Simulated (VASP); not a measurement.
# TiAl (P4/mmm) in VASP: a series of runs

TiAl is run at these levels: r2SCAN; tasks: single point.

Everything below comes from runs of VASP 6.6.1. Logs are shortened: lines on timing, memory, paths and dates and some standing lists are left out, and cuts for length are marked.

### 1 The cell of the first run

Symmetry: P4/mmm, No. 123, tetragonal system. The conventional cell has a = 3.171 Å, b = 3.171 Å, c = 3.076 Å, α = 90.00°, β = 90.00°, γ = 90.00°. Ti (site symmetry 4/mmm) has 8 Al at 2.72 Å and 6 Ti at 3.08 to 3.17 Å within 3.6 Å. Al (site symmetry 4/mmm) has 8 Ti at 2.72 Å and 6 Al at 3.08 to 3.17 Å within 3.6 Å.

### 2 Single point, r2SCAN (strain +0.000 along x and y, -0.030 along z)

POSCAR reads:

```
TiAl
1.0
    3.1713456453      0.0000000000      0.0000000000
    0.0000000000      3.1713456453      0.0000000000
    0.0000000000      0.0000000000      3.0762052759
Ti Al
1 1
Direct
    0.0000000000      0.0000000000      0.0000000000
    0.5000000000      0.5000000000      0.5000000000
```

INCAR.step1 reads:

```
SYSTEM = TiAl
ALGO = Normal ; EDIFF = 1E-4
ENCUT = 520 ; GGA = PE
ISMEAR = 0 ; LASPH = .True.
LCHARG = .False. ; LREAL = .False.
LWAVE = .True. ; NBANDS = 14
NELM = 80 ; PREC = Accurate
SIGMA = 0.15
```

INCAR.step2 reads:

```
SYSTEM = TiAl
ALGO = Normal ; EDIFF = 1E-6
ENCUT = 520 ; ISIF = 2
ISMEAR = 0 ; ISTART = 1
LASPH = .True. ; LCHARG = .False.
LMIXTAU = .True. ; LREAL = .False.
LWAVE = .False. ; METAGGA = R2SCAN
NBANDS = 14 ; NELM = 80
PREC = Accurate ; SIGMA = 0.15
```

KPOINTS reads:

```
k-points
0
Gamma
  20 20 20
  0 0 0
```

Potentials or basis: VASP PAW PBE potentials, release 64 (Ti_sv, Al).

The run is started by

```console
$ cat potpaw_PBE.64/Ti_sv/POTCAR potpaw_PBE.64/Al/POTCAR > POTCAR
$ cp INCAR.step1 INCAR
$ mpirun -np 1 vasp_std > vasp.out
$ cp INCAR.step2 INCAR
$ mpirun -np 1 vasp_std > vasp.out
```

OUTCAR:

```text
SYSTEM = TiAl
   EDIFF = 1E-6
   ENCUT = 520
   ISIF = 2
   ISMEAR = 0
   ISTART = 1
   LASPH = .True.
   LREAL = .False.
   METAGGA = R2SCAN
   NELM = 80
   PREC = Accurate

 ion  position               nearest neighbor table
   1  0.000  0.000  0.000-   2 2.72   2 2.72   2 2.72   2 2.72   2 2.72   2 2.72   2 2.72   2 2.72

   2  0.500  0.500  0.500-   1 2.72   1 2.72   1 2.72   1 2.72   1 2.72   1 2.72   1 2.72   1 2.72

  LATTYP: Found a simple tetragonal cell.
 ALAT       =     3.1713456453
 C/A-ratio  =     0.9700000000

  Lattice vectors:

 A1 = (   3.1713456453,   0.0000000000,   0.0000000000)
 A2 = (   0.0000000000,   3.1713456453,   0.0000000000)
 A3 = (   0.0000000000,   0.0000000000,   3.0762052759)

Analysis of symmetry for initial positions (statically):
=====================================================================
 Subroutine PRICEL returns:
 Original cell was already a primitive cell.

 Routine SETGRP: Setting up the symmetry group for a
 simple tetragonal supercell.

 Subroutine GETGRP returns: Found 16 space group operations
 (whereof 16 operations were pure point group operations)
 out of a pool of 16 trial point group operations.

The static configuration has the point symmetry D_4h.

Analysis of symmetry for dynamics (positions and initial velocities):
=====================================================================
 Subroutine PRICEL returns:
 Original cell was already a primitive cell.

 Routine SETGRP: Setting up the symmetry group for a
 simple tetragonal supercell.

 Subroutine GETGRP returns: Found 16 space group operations
 (whereof 16 operations were pure point group operations)
 out of a pool of 16 trial point group operations.

The dynamic configuration has the point symmetry D_4h.

 Subroutine INISYM returns: Found 16 space group operations
 (whereof 16 operations are pure point group operations),
 and found     1 'primitive' translations

----------------------------------------------------------------------------------------

                                     Primitive cell

  volume of cell :      30.9387

  direct lattice vectors                    reciprocal lattice vectors
     3.171345645  0.000000000  0.000000000     0.315323560  0.000000000  0.000000000
     0.000000000  3.171345645  0.000000000     0.000000000  0.315323560  0.000000000
     0.000000000  0.000000000  3.076205276     0.000000000  0.000000000  0.325075835

  length of vectors
     3.171345645  3.171345645  3.076205276     0.315323560  0.315323560  0.325075835

  position of ions in fractional coordinates (direct lattice)
     0.000000000  0.000000000  0.000000000
     0.500000000  0.500000000  0.500000000

  ion indices of the primitive-cell ions
[... 85 lines left out ...]
   PSTRESS=    0.0 pullay stress
   NELECT =      15.0000    total number of electrons
   NUPDOWN=      -1.0000    fix difference up-down
   EMIN   =  10.00;   EMAX   =-10.00  energy-range for DOS
   EFERMI =   0.00;   METHOD = LEGACY
   ISMEAR =     0;   SIGMA  =   0.15  broadening in eV -4-tet -1-fermi 0-gaus
   EFERMI_NEDOS =   21; number of points for ismear=-14 and -15
   IALGO  =     38    algorithm
   IMIX   =      4    mixing-type and parameters
     AMIX     =   0.40;   BMIX     =  1.00
     AMIX_MAG =   1.60;   BMIX_MAG =  1.00
  volume/ion in A,a.u.               =      15.47       104.39
  Fermi-wavevector in a.u.,A,eV,Ry     =   1.286089  2.430356 22.504383  1.654025
  Thomas-Fermi vector in A             =   2.418185
   LORBIT       =      0    0 simple, 1 ext, 2 COOP (PROOUT), +10 PAW based schemes
   METAGGA = R2SCAN    functional components
   LHFCALC =     F    Hartree Fock is set to
   AEXX    =    0.0000 exact exchange contribution
   IVDW    =     0    specifies the selected vdW correction
   LEPSILON=     F    determine dielectric tensor
   LRPA    =     F    only Hartree local field effects (RPA)
 non-spin polarized calculation
 Gauss-broadening in eV      SIGMA  =   0.15
  energy-cutoff  :      520.00
  volume of cell :       30.94
 maximum number of plane-waves:       856
 NGX is ok and might be reduce to    24
   NGX = 11   NGY = 11   NGZ = 11

 number of electron      14.9999996 magnetization

 Free energy of the ion-electron system (eV)
  ---------------------------------------------------
  ext. energy  EPLUGINS =         0.00000000
  ---------------------------------------------------
  free energy    TOTEN  =       -20.31020324 eV

  energy without entropy =      -20.28859979  energy(sigma->0) =      -20.29940152

 E-fermi :   9.2388     XC(G=0): -12.0749

 val. band max:        9.2365329291   @ k =   0.2500   0.2000   0.4500
 cond. band min:       9.2402093242   @ k =   0.5000   0.0500   0.1000
 fundamental gap:      0.0036763951
 Fermi energy:         9.2388268718

 k-point     1 :       0.0000    0.0000    0.0000
  band No.  band energies     occupation
      1     -49.9546      2.00000
      2     -25.1250      2.00000
      3     -25.1250      2.00000
      4     -25.0659      2.00000
      5      -0.7971      2.00000
      6       7.4900      2.00000
      7       7.5518      2.00000
      8      11.2432      0.00000
      9      11.4519      0.00000
     10      11.4519      0.00000
     11      13.7498      0.00000
     12      13.7498      0.00000
     13      14.6802      0.00000
     14      18.4952      0.00000
[... 377 lines left out ...]
      1     -49.9471      2.00000
      2     -25.1905      2.00000
      3     -25.1374      2.00000
      4     -25.0588      2.00000
      5       0.0308      2.00000
      6       6.9973      2.00000
      7       7.7532      2.00000
      8      10.0071      0.00000
      9      10.7183      0.00000
     10      11.3454      0.00000
     11      12.6333      0.00000
     12      14.4455      0.00000
     13      16.2343      0.00000
     14      18.1309      0.00000

 [... further k-points ...]
[... 5 lines left out ...]
  --------------------------------------------------------------------------------------
  -------------------------------------------------------------------------------------
  Total        0.8160815      0.8160815      0.7386948      0.0000000      0.0000000      0.0000000
  in kB       42.2611804     42.2611804     38.2536730      0.0000000      0.0000000      0.0000000
  external PRESSURE =      40.9253446 kB  Pullay stress =       0.0000000 kB

 VOLUME and BASIS-vectors are now :
 -----------------------------------------------------------------------------
  energy-cutoff  :      520.00
  volume of cell :       30.94
      direct lattice vectors                 reciprocal lattice vectors
     3.171345645  0.000000000  0.000000000     0.315323560  0.000000000  0.000000000
     0.000000000  3.171345645  0.000000000     0.000000000  0.315323560  0.000000000
     0.000000000  0.000000000  3.076205276     0.000000000  0.000000000  0.325075835

 POSITION                                       TOTAL-FORCE (eV/Angst)
 -----------------------------------------------------------------------------------
      0.00000      0.00000      0.00000         0.000000      0.000000      0.000000
      1.58567      1.58567      1.53810         0.000000      0.000000      0.000000
 -----------------------------------------------------------------------------------
    total drift:                                0.000000      0.000000      0.000000

  FREE ENERGIE OF THE ION-ELECTRON SYSTEM (eV)
  ---------------------------------------------------
  free  energy   TOTEN  =       -20.3102032445 eV

  energy  without entropy=      -20.2885997914  energy(sigma->0) =      -20.29940152
```

OUTCAR.step1:

```text
SYSTEM = TiAl
   EDIFF = 1E-4
   ENCUT = 520
   GGA = PE
   ISMEAR = 0
   LASPH = .True.
   LREAL = .False.
[... 631 lines left out ...]
      0.00000      0.00000      0.00000         0.000000      0.000000      0.000000
      1.58567      1.58567      1.53810         0.000000      0.000000      0.000000
 -----------------------------------------------------------------------------------
    total drift:                                0.000000      0.000000      0.000000

  FREE ENERGIE OF THE ION-ELECTRON SYSTEM (eV)
  ---------------------------------------------------
  free  energy   TOTEN  =       -12.1015291463 eV

  energy  without entropy=      -12.0746340910  energy(sigma->0) =      -12.08808162
```

Wall time 6.3 min (1 thread of Intel Xeon 6975P-C (Granite Rapids), shared host); peak memory 0.41 GiB.

Results:

```yaml
Free_energy: -20.3102 eV
Pressure: 4.1 GPa
Band_gap_on_the_k_mesh: zero (an odd number of electrons rules out a gap without spin polarisation)
```

Stress tensor (GPa, compression positive):
```
4.23 0.00 0.00
0.00 4.23 0.00
0.00 0.00 3.83
```

Caveat: the cell differs from its parent crystal (strain +0.000 along x and y, -0.030 along z); the cell stands under pressure; the PAW data sets were made with another functional, which shifts forces and pressure a little.

### 3 Single point, r2SCAN (strain +0.030 along x and y, -0.030 along z)

POSCAR reads:

```
TiAl
1.0
    3.2664860147      0.0000000000      0.0000000000
    0.0000000000      3.2664860147      0.0000000000
    0.0000000000      0.0000000000      3.0762052759
Ti Al
1 1
Direct
    0.0000000000      0.0000000000      0.0000000000
    0.5000000000      0.5000000000      0.5000000000
```

INCAR.step1 reads:

```
PREC     = Accurate       # precision mode
ENCUT    = 520            # plane-wave cutoff, eV
ISMEAR   = 0              # smearing method
SIGMA    = 0.15           # smearing width, eV
LREAL    = F              # projectors in reciprocal space
LASPH    = T              # aspherical terms in the spheres
NELM     = 100            # most SCF steps
NBANDS   = 14             # bands
GGA      = PE             # functional
ALGO     = Normal         # electronic algorithm
EDIFF    = 1E-4           # SCF threshold, eV
LWAVE    = T              # write WAVECAR
LCHARG   = F              # write CHGCAR
```

INCAR.step2 reads:

```
PREC     = Accurate       # precision mode
ENCUT    = 520            # plane-wave cutoff, eV
EDIFF    = 1E-6           # SCF threshold, eV
ISMEAR   = 0              # smearing method
SIGMA    = 0.15           # smearing width, eV
LREAL    = F              # projectors in reciprocal space
LASPH    = T              # aspherical terms in the spheres
NELM     = 100            # most SCF steps
ALGO     = Normal         # electronic algorithm
ISIF     = 2              # what is computed and relaxed
LWAVE    = F              # write WAVECAR
LCHARG   = T              # write CHGCAR
METAGGA  = R2SCAN         # meta-GGA
LMIXTAU  = T            
LELF     = T              # ELF
LVHAR    = T            
NBANDS   = 14             # bands
ISTART   = 1
```

KPOINTS reads:

```
regular mesh
0
Gamma
  20 20 20
```

Potentials or basis: VASP PAW PBE potentials, release 64 (Ti_sv, Al).

The run is started by

```console
$ cat potpaw_PBE.64/Ti_sv/POTCAR potpaw_PBE.64/Al/POTCAR > POTCAR
$ cp INCAR.step1 INCAR
$ mpirun -np 1 vasp_std > vasp.out
$ cp INCAR.step2 INCAR
$ mpirun -np 1 vasp_std > vasp.out
```

It took 5.8 min on 1 thread of Intel Xeon 6975P-C (Granite Rapids), shared host; peak memory 0.43 GiB.

It converged, with:

```yaml
Free_energy: -20.3184 eV
Pressure: -3.0 GPa
Band_gap_on_the_k_mesh: zero (an odd number of electrons rules out a gap without spin polarisation)
```

Stress tensor (GPa, compression positive):
```
-2.70  0.00  0.00
 0.00 -2.70  0.00
 0.00  0.00 -3.52
```

Levels at points of the mesh, in eV from the Fermi level:
| k point | band 5 | band 6 | band 7 | band 8 | band 9 | band 10 |
| --- | --- | --- | --- | --- | --- | --- |
| (0.00, 0.00, 0.00) | -9.75 | -1.60 | -1.51 | 1.76 | 2.16 | 2.16 |
| (0.50, 0.00, 0.00) | -6.60 | -5.56 | -0.69 | -0.01 | 0.79 | 2.33 |
| (0.50, 0.50, 0.00) | -5.44 | -2.60 | -2.60 | -1.70 | 1.23 | 1.23 |
| (0.00, 0.00, 0.50) | -5.98 | -5.41 | -0.46 | 0.10 | 0.10 | 2.04 |
| (0.50, 0.00, 0.50) | -5.00 | -2.44 | -2.09 | -1.50 | 0.68 | 0.75 |
| (0.50, 0.50, 0.50) | -3.21 | -3.15 | -3.15 | 0.84 | 2.72 | 2.76 |

Caveat: the cell differs from its parent crystal (strain +0.030 along x and y, -0.030 along z); the PAW data sets were made with another functional, which shifts forces and pressure a little.
